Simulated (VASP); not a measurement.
# N (Pa-3) in VASP: further runs

The runs below take N through single point, with LDA, PBE.

Program: VASP 6.6.1. These are calculated values, not measurements. Logs are shortened: lines on timing, memory, paths and dates and some standing lists are left out, and cuts for length are marked.

## 1. The cell of the first run

Symmetry: Pa-3, No. 205, cubic system. Conventional cell: a = 5.561 Å, b = 5.561 Å, c = 5.561 Å, α = 90.00°, β = 90.00°, γ = 90.00°. Within 1.5 Å of N (site symmetry 3) lie 1 N at 1.11 Å.

## 2. Single point, LDA

File INCAR:

```
SYSTEM = N
ALGO = Normal
EDIFF = 1E-6
ENCUT = 910
GGA = CA
GGA_COMPAT = .False.
ISIF = 2
ISMEAR = 0
LASPH = .True.
LCHARG = .False.
LREAL = .False.
LWAVE = .False.
NBANDS = 30
NELM = 120
PREC = Accurate
SIGMA = 0.01
```

File KPOINTS:

```
k-points
0
Gamma
  6 6 6
  0 0 0
```

File POSCAR:

```
N
1.0
    5.5605176600      0.0000000000      0.0000000000
    0.0000000000      5.5605176600      0.0000000000
    0.0000000000      0.0000000000      5.5605176600
N
8
Direct
    0.0573973300      0.4426026700      0.5573973300
    0.4426026700      0.5573973300      0.0573973300
    0.5573973300      0.0573973300      0.4426026700
    0.9426026700      0.9426026700      0.9426026700
    0.9426026700      0.5573973300      0.4426026700
    0.5573973300      0.4426026700      0.9426026700
    0.4426026700      0.9426026700      0.5573973300
    0.0573973300      0.0573973300      0.0573973300
```

Potentials or basis: VASP PAW LDA potentials, release 64 (N_h).

Launch:

```console
$ cat potpaw_LDA.64/N_h/POTCAR > POTCAR
$ mpirun -np 1 vasp_std > vasp.out
```

OUTCAR:

```text
SYSTEM = N
   EDIFF = 1E-6
   ENCUT = 910
   GGA = CA
   ISIF = 2
   ISMEAR = 0
   LASPH = .True.
   LREAL = .False.
   NELM = 120
   PREC = Accurate

 ion  position               nearest neighbor table
   1  0.057  0.443  0.557-   5 1.11
   2  0.443  0.557  0.057-   6 1.11
   3  0.557  0.057  0.443-   7 1.11
   4  0.943  0.943  0.943-   8 1.11
   5  0.943  0.557  0.443-   1 1.11
   6  0.557  0.443  0.943-   2 1.11
   7  0.443  0.943  0.557-   3 1.11
   8  0.057  0.057  0.057-   4 1.11

  LATTYP: Found a simple cubic cell.
 ALAT       =     5.5605176600

  Lattice vectors:

 A1 = (   5.5605176600,   0.0000000000,   0.0000000000)
 A2 = (   0.0000000000,   5.5605176600,   0.0000000000)
 A3 = (   0.0000000000,   0.0000000000,   5.5605176600)

Analysis of symmetry for initial positions (statically):
=====================================================================
 Subroutine PRICEL returns:
 Original cell was already a primitive cell.

 Routine SETGRP: Setting up the symmetry group for a
 simple cubic supercell.

 Subroutine GETGRP returns: Found 24 space group operations
 (whereof  6 operations were pure point group operations)
 out of a pool of 48 trial point group operations.

The static configuration has the point symmetry S_6 .
 The point group associated with its full space group is T_h .

Analysis of symmetry for dynamics (positions and initial velocities):
=====================================================================
 Subroutine PRICEL returns:
 Original cell was already a primitive cell.

 Routine SETGRP: Setting up the symmetry group for a
 simple cubic supercell.

 Subroutine GETGRP returns: Found 24 space group operations
 (whereof  6 operations were pure point group operations)
 out of a pool of 48 trial point group operations.

The dynamic configuration has the point symmetry S_6 .
 The point group associated with its full space group is T_h .

 Subroutine INISYM returns: Found 24 space group operations
 (whereof  6 operations are pure point group operations),
 and found     1 'primitive' translations

----------------------------------------------------------------------------------------

                                     Primitive cell

  volume of cell :     171.9276

  direct lattice vectors                    reciprocal lattice vectors
     5.560517660  0.000000000  0.000000000     0.179839371  0.000000000  0.000000000
     0.000000000  5.560517660  0.000000000     0.000000000  0.179839371  0.000000000
     0.000000000  0.000000000  5.560517660     0.000000000  0.000000000  0.179839371

  length of vectors
     5.560517660  5.560517660  5.560517660     0.179839371  0.179839371  0.179839371

  position of ions in fractional coordinates (direct lattice)
     0.057397330  0.442602670  0.557397330
     0.442602670  0.557397330  0.057397330
     0.557397330  0.057397330  0.442602670
     0.942602670  0.942602670  0.942602670
     0.942602670  0.557397330  0.442602670
     0.557397330  0.442602670  0.942602670
     0.442602670  0.942602670  0.557397330
     0.057397330  0.057397330  0.057397330

  ion indices of the primitive-cell ions
   primitive index   ion index
                 1           1
                 2           2
                 3           3
                 4           4
                 5           5
                 6           6
                 7           7
                 8           8

----------------------------------------------------------------------------------------

 KPOINTS: k-points

Automatic generation of k-mesh.
 Grid dimensions read from file:
 generate k-points for:    6    6    6

 Generating k-lattice:

  Cartesian coordinates                     Fractional coordinates (reciprocal lattice)
     0.029973229  0.000000000  0.000000000     0.166666667  0.000000000  0.000000000
     0.000000000  0.029973229  0.000000000     0.000000000  0.166666667  0.000000000
     0.000000000  0.000000000  0.029973229     0.000000000  0.000000000  0.166666667

  Length of vectors
     0.029973229  0.029973229  0.029973229

  Shift w.r.t. Gamma in fractional coordinates (k-lattice)
     0.000000000  0.000000000  0.000000000

 Subroutine IBZKPT returns following result:
 ===========================================

 Found     24 irreducible k-points:

 Following reciprocal coordinates:
            Coordinates               Weight
  0.000000  0.000000  0.000000      1.000000
  0.166667  0.000000  0.000000      6.000000
  0.333333  0.000000  0.000000      6.000000
  0.500000  0.000000  0.000000      3.000000
  0.166667  0.166667  0.000000     12.000000
  0.333333  0.166667  0.000000     12.000000
[... 16 lines left out ...]
  0.500000  0.500000  0.333333      6.000000
  0.500000  0.500000  0.500000      1.000000
   k-points           NKPTS =     24   k-points in BZ     NKDIM =     24   number of bands    NBANDS=     30
   number of dos      NEDOS =    301   number of ions     NIONS =      8
   total plane-waves  NPLWV = 175616
   dimension x,y,z NGX =    56 NGY =   56 NGZ =   56
   dimension x,y,z NGXF=   112 NGYF=  112 NGZF=  112
   ions per type =               8
   NGX,Y,Z   is equivalent  to a cutoff of  16.74, 16.74, 16.74 a.u.
   NGXF,Y,Z  is equivalent  to a cutoff of  33.49, 33.49, 33.49 a.u.
 SYSTEM =  N
   PREC   = accura    normal or accurate (medium, high low for compatibility)
   ISTART =      0    job   : 0-new  1-cont  2-samecut
   ICHARG =      2    charge: 1-file 2-atom 10-const
   ISPIN  =      1    spin polarized calculation?
   LNONCOLLINEAR =      F non collinear calculations
   LSORBIT =      F    spin-orbit coupling
   LASPH  =      T    aspherical Exc in radial PAW
   ENCUT  =  910.0 eV  66.88 Ry    8.18 a.u.  13.68 13.68 13.68*2*pi/ulx,y,z
   NELM   =    120;   NELMIN=  2; NELMDL= -5     # of ELM steps
   EDIFF  = 0.1E-05   stopping-criterion for ELM
   LREAL  =      F    real-space projection
   EDIFFG = 0.1E-04   stopping-criterion for IOM
   NSW    =      0    number of steps for IOM
   IBRION =     -1    ionic relax: 0-MD 1-quasi-New 2-CG
   NFREE  =      0    steps in history (QN), initial steepest desc. (CG)
   ISIF   =      2    stress and relaxation
   ISYM   =      2    0-nonsym 1-usesym 2-fastsym
   POTIM  = 0.5000    time-step for ionic-motion
   TEBEG  =    0.0;   TEEND  =   0.0 temperature during run
   PSTRESS=    0.0 pullay stress
   NELECT =      40.0000    total number of electrons
   NUPDOWN=      -1.0000    fix difference up-down
   EMIN   =  10.00;   EMAX   =-10.00  energy-range for DOS
   EFERMI =   0.00;   METHOD = LEGACY
   ISMEAR =     0;   SIGMA  =   0.01  broadening in eV -4-tet -1-fermi 0-gaus
   EFERMI_NEDOS =   21; number of points for ismear=-14 and -15
   IALGO  =     38    algorithm
   IMIX   =      4    mixing-type and parameters
     AMIX     =   0.40;   BMIX     =  1.00
     AMIX_MAG =   1.60;   BMIX_MAG =  1.00
  volume/ion in A,a.u.               =      21.49       145.03
  Fermi-wavevector in a.u.,A,eV,Ry     =   1.006884  1.902736 13.793806  1.013816
  Thomas-Fermi vector in A             =   2.139655
   LORBIT       =      0    0 simple, 1 ext, 2 COOP (PROOUT), +10 PAW based schemes
   GGA     = CA    functional components
   LHFCALC =     F    Hartree Fock is set to
   AEXX    =    0.0000 exact exchange contribution
   IVDW    =     0    specifies the selected vdW correction
   LEPSILON=     F    determine dielectric tensor
   LRPA    =     F    only Hartree local field effects (RPA)
 non-spin polarized calculation
 Gauss-broadening in eV      SIGMA  =   0.01
  energy-cutoff  :      910.00
  volume of cell :      171.93
 maximum number of plane-waves:     10827
   NGX = 27   NGY = 27   NGZ = 27

 number of electron      40.0000001 magnetization

 Free energy of the ion-electron system (eV)
  ---------------------------------------------------
  ext. energy  EPLUGINS =         0.00000000
  ---------------------------------------------------
  free energy    TOTEN  =       -70.92148197 eV

  energy without entropy =      -70.92148197  energy(sigma->0) =      -70.92148197

 E-fermi :  -6.1459     XC(G=0):  -7.2031

 val. band max:       -6.1957042157   @ k =   0.5000   0.0000   0.0000
 cond. band min:       0.8947458333   @ k =   0.0000   0.0000   0.0000
 fundamental gap:      7.0904500490
 Fermi energy:        -6.1458803815

 k-point     1 :       0.0000    0.0000    0.0000
  band No.  band energies     occupation
      1     -24.2163      2.00000
      2     -24.1461      2.00000
      3     -24.1461      2.00000
      4     -24.1461      2.00000
      5      -9.6375      2.00000
      6      -9.6375      2.00000
[... 22 lines left out ...]
     29       4.8246      0.00000
     30       7.6072      0.00000

 k-point     2 :       0.1667    0.0000    0.0000
  band No.  band energies     occupation
      1     -24.2115      2.00000
      2     -24.1507      2.00000
      3     -24.1460      2.00000
      4     -24.1460      2.00000
      5      -9.6324      2.00000
      6      -9.6306      2.00000
[... 22 lines left out ...]
     29       4.8726      0.00000
     30       6.9581      0.00000

 k-point     3 :       0.3333    0.0000    0.0000
  band No.  band energies     occupation
      1     -24.1986      2.00000
      2     -24.1635      2.00000
      3     -24.1459      2.00000
      4     -24.1458      2.00000
      5      -9.6208      2.00000
      6      -9.6176      2.00000
[... 22 lines left out ...]
     29       5.0689      0.00000
     30       6.1393      0.00000

 k-point     4 :       0.5000    0.0000    0.0000
  band No.  band energies     occupation
      1     -24.1810      2.00000
      2     -24.1810      2.00000
      3     -24.1457      2.00000
      4     -24.1457      2.00000
      5      -9.6129      2.00000
      6      -9.6129      2.00000
[... 616 lines left out ...]
     29       5.9203      0.00000
     30       5.9203      0.00000

 k-point    23 :       0.5000    0.5000    0.3333
  band No.  band energies     occupation
      1     -24.1630      2.00000
      2     -24.1630      2.00000
      3     -24.1630      2.00000
      4     -24.1630      2.00000
      5      -9.6293      2.00000
      6      -9.6293      2.00000
[... 22 lines left out ...]
     29       6.2127      0.00000
     30       6.2127      0.00000

 k-point    24 :       0.5000    0.5000    0.5000
  band No.  band energies     occupation
      1     -24.1630      2.00000
      2     -24.1630      2.00000
      3     -24.1630      2.00000
      4     -24.1630      2.00000
      5      -9.6426      2.00000
      6      -9.6426      2.00000
[... 22 lines left out ...]
     29       6.3122      0.00000
     30       6.3122      0.00000

------------------------ aborting loop because EDIFF is reached ----------------------------------------

  FORCE on cell =-STRESS in cart. coord.  units (eV):
  Direction    XX          YY          ZZ          XY          YZ          ZX
  --------------------------------------------------------------------------------------
  -------------------------------------------------------------------------------------
  Total       -2.9335264     -2.9335264     -2.9335264      0.0000000      0.0000000      0.0000000
  in kB      -27.3372554    -27.3372554    -27.3372554      0.0000000      0.0000000      0.0000000
  external PRESSURE =     -27.3372554 kB  Pullay stress =       0.0000000 kB

 VOLUME and BASIS-vectors are now :
 -----------------------------------------------------------------------------
  energy-cutoff  :      910.00
  volume of cell :      171.93
      direct lattice vectors                 reciprocal lattice vectors
     5.560517660  0.000000000  0.000000000     0.179839371  0.000000000  0.000000000
     0.000000000  5.560517660  0.000000000     0.000000000  0.179839371  0.000000000
     0.000000000  0.000000000  5.560517660     0.000000000  0.000000000  0.179839371

 POSITION                                       TOTAL-FORCE (eV/Angst)
 -----------------------------------------------------------------------------------
      0.31916      2.46110      3.09942        -0.821163      0.821163     -0.821163
      2.46110      3.09942      0.31916         0.821163     -0.821163     -0.821163
      3.09942      0.31916      2.46110        -0.821163     -0.821163      0.821163
      5.24136      5.24136      5.24136         0.821163      0.821163      0.821163
      5.24136      3.09942      2.46110         0.821163     -0.821163      0.821163
      3.09942      2.46110      5.24136        -0.821163      0.821163      0.821163
      2.46110      5.24136      3.09942         0.821163      0.821163     -0.821163
      0.31916      0.31916      0.31916        -0.821163     -0.821163     -0.821163
 -----------------------------------------------------------------------------------
    total drift:                               -0.000000      0.000000      0.000000

  FREE ENERGIE OF THE ION-ELECTRON SYSTEM (eV)
  ---------------------------------------------------
  free  energy   TOTEN  =       -70.9214819696 eV

  energy  without entropy=      -70.9214819696  energy(sigma->0) =      -70.92148197
```

It took 6.1 min on 1 thread of Intel Xeon Platinum 8259CL at 2.50GHz (Skylake/Cascade Lake), shared host; peak memory 0.43 GiB.

Results:

- Free energy: -70.9215 eV
- Pressure: -2.7 GPa
- Largest force: 1.422 eV/Å
- Band gap on the k mesh: 7.09 eV (least direct gap 7.12 eV)

Forces on the atoms (eV/Å):
```
N   -0.821  0.821 -0.821
N    0.821 -0.821 -0.821
N   -0.821 -0.821  0.821
N    0.821  0.821  0.821
N    0.821 -0.821  0.821
N   -0.821  0.821  0.821
N    0.821  0.821 -0.821
N   -0.821 -0.821 -0.821
```

Caveat: forces of over 1 eV/Å act on the atoms, so gaps and moduli don't describe the material at rest.

## 3. Single point, LDA

This run uses another cell than the first one, of 17.84 Å³/atom.

File INCAR:

```
  PREC = Accurate
  ENCUT = 600
  EDIFF = 1E-6
  ISMEAR = -1
  SIGMA = 0.05
  LREAL = False
  LASPH = True
  NELM = 120
  ALGO = Normal
  ISIF = 2
  LWAVE = False
  LCHARG = False
  GGA = CA
  NBANDS = 30
  GGA_COMPAT = False
```

File KPOINTS:

```
regular mesh
0
Gamma
  5 5 5
```

File POSCAR:

```
N
1.0
    5.2256890219      0.0000000000      0.0000000000
    0.0000000000      5.2256890219      0.0000000000
    0.0000000000      0.0000000000      5.2256890219
N
8
Direct
    0.0603856731      0.4396143269      0.5603856731
    0.4396143269      0.5603856731      0.0603856731
    0.5603856731      0.0603856731      0.4396143269
    0.9396143269      0.9396143269      0.9396143269
    0.9396143269      0.5603856731      0.4396143269
    0.5603856731      0.4396143269      0.9396143269
    0.4396143269      0.9396143269      0.5603856731
    0.0603856731      0.0603856731      0.0603856731
```

Potentials or basis: VASP PAW LDA potentials, release 64 (N).

Launch:

```console
$ cat potpaw_LDA.64/N/POTCAR > POTCAR
$ mpirun -np 1 vasp_std > vasp.out
```

OUTCAR:

```text
PREC = Accurate
   ENCUT = 600
   EDIFF = 1E-6
   ISMEAR = -1
   LREAL = False
   LASPH = True
   NELM = 120
   ISIF = 2
   GGA = CA

 ion  position               nearest neighbor table
   1  0.060  0.440  0.560-   5 1.09
   2  0.440  0.560  0.060-   6 1.09
   3  0.560  0.060  0.440-   7 1.09
   4  0.940  0.940  0.940-   8 1.09
   5  0.940  0.560  0.440-   1 1.09
   6  0.560  0.440  0.940-   2 1.09
   7  0.440  0.940  0.560-   3 1.09
   8  0.060  0.060  0.060-   4 1.09

[... 559 lines left out ...]
  Total        2.0487243      2.0487243      2.0487243     -0.0000000      0.0000000      0.0000000
  in kB       23.0018847     23.0018847     23.0018847     -0.0000000      0.0000000      0.0000000
  external PRESSURE =      23.0018847 kB  Pullay stress =       0.0000000 kB

 VOLUME and BASIS-vectors are now :
 -----------------------------------------------------------------------------
  energy-cutoff  :      600.00
  volume of cell :      142.70
      direct lattice vectors                 reciprocal lattice vectors
     5.225689022  0.000000000  0.000000000     0.191362325  0.000000000  0.000000000
     0.000000000  5.225689022  0.000000000     0.000000000  0.191362325  0.000000000
     0.000000000  0.000000000  5.225689022     0.000000000  0.000000000  0.191362325

 POSITION                                       TOTAL-FORCE (eV/Angst)
 -----------------------------------------------------------------------------------
      0.31556      2.29729      2.92840         0.882023     -0.882023      0.882023
      2.29729      2.92840      0.31556        -0.882023      0.882023      0.882023
      2.92840      0.31556      2.29729         0.882023      0.882023     -0.882023
      4.91013      4.91013      4.91013        -0.882023     -0.882023     -0.882023
      4.91013      2.92840      2.29729        -0.882023      0.882023     -0.882023
      2.92840      2.29729      4.91013         0.882023     -0.882023     -0.882023
      2.29729      4.91013      2.92840        -0.882023     -0.882023      0.882023
      0.31556      0.31556      0.31556         0.882023      0.882023      0.882023
 -----------------------------------------------------------------------------------
    total drift:                               -0.000000      0.000000      0.000000

  FREE ENERGIE OF THE ION-ELECTRON SYSTEM (eV)
  ---------------------------------------------------
  free  energy   TOTEN  =       -70.4385898662 eV

  energy  without entropy=      -70.4385898662  energy(sigma->0) =      -70.43858987
```

OSZICAR:

```text
N       E                     dE             d eps       ncg     rms          rms(c)
DAV:   1     0.226263190272E+03    0.22626E+03   -0.20340E+04   660   0.129E+03
DAV:   2    -0.552335655843E+02   -0.28150E+03   -0.27231E+03   862   0.271E+02
DAV:   3    -0.741507418354E+02   -0.18917E+02   -0.18760E+02   756   0.737E+01
DAV:   4    -0.743264823076E+02   -0.17574E+00   -0.17559E+00   842   0.832E+00
DAV:   5    -0.743279712670E+02   -0.14890E-02   -0.14889E-02   772   0.720E-01    0.160E+01
DAV:   6    -0.711821751800E+02    0.31458E+01   -0.43139E+00   660   0.112E+01    0.905E+00
DAV:   7    -0.704644754376E+02    0.71770E+00   -0.23659E+00   832   0.854E+00    0.253E+00
DAV:   8    -0.704393552809E+02    0.25120E-01   -0.17912E-01   720   0.222E+00    0.404E-01
DAV:   9    -0.704386671707E+02    0.68811E-03   -0.83057E-03   792   0.503E-01    0.189E-01
DAV:  10    -0.704386272727E+02    0.39898E-04   -0.13501E-03   800   0.203E-01    0.589E-02
DAV:  11    -0.704385899808E+02    0.37292E-04   -0.74417E-05   792   0.540E-02    0.800E-03
DAV:  12    -0.704385898072E+02    0.17362E-06   -0.12327E-05   804   0.194E-02    0.999E-03
DAV:  13    -0.704385898662E+02   -0.59034E-07   -0.86160E-07   504   0.606E-03
   1 F= -.70438590E+02 E0= -.70438590E+02  d E =-.618434E-10
```

stdout:

```text
POSCAR found type information on POSCAR N
 POSCAR found :  1 types and       8 ions
 scaLAPACK will be used
 LDA part: xc-table for (Slater(with rela. corr.)+CA(PZ))
 , standard interpolation
 POSCAR, INCAR and KPOINTS ok, starting setup
 FFT: planning ... GRIDC
 FFT: planning ... GRID_SOFT
 FFT: planning ... GRID
 WAVECAR not read
 entering main loop
```

Run time: 42 s. Hardware: 1 thread of Oxide Virtual Turin-like, shared host; peak memory 0.17 GiB.

Results:

| Property | Result |
| --- | --- |
| Free energy | -70.4386 eV |
| Pressure | 2.3 GPa |
| Largest force | 1.528 eV/Å |
| Band gap on the k mesh | 6.82 eV (least direct gap 6.88 eV) |

Forces in eV/Å, atoms in the order of the input:
```
N    0.882 -0.882  0.882
N   -0.882  0.882  0.882
N    0.882  0.882 -0.882
N   -0.882 -0.882 -0.882
N   -0.882  0.882 -0.882
N    0.882 -0.882 -0.882
N   -0.882 -0.882  0.882
N    0.882  0.882  0.882
```

Caveat: the standard files for N, O and F lose accuracy on very short bonds; an odd mesh through Γ misses points on the zone boundary, where band edges can lie; forces of over 1 eV/Å act on the atoms, so gaps and moduli don't describe the material at rest.

(Continued in part 2 of 2.)
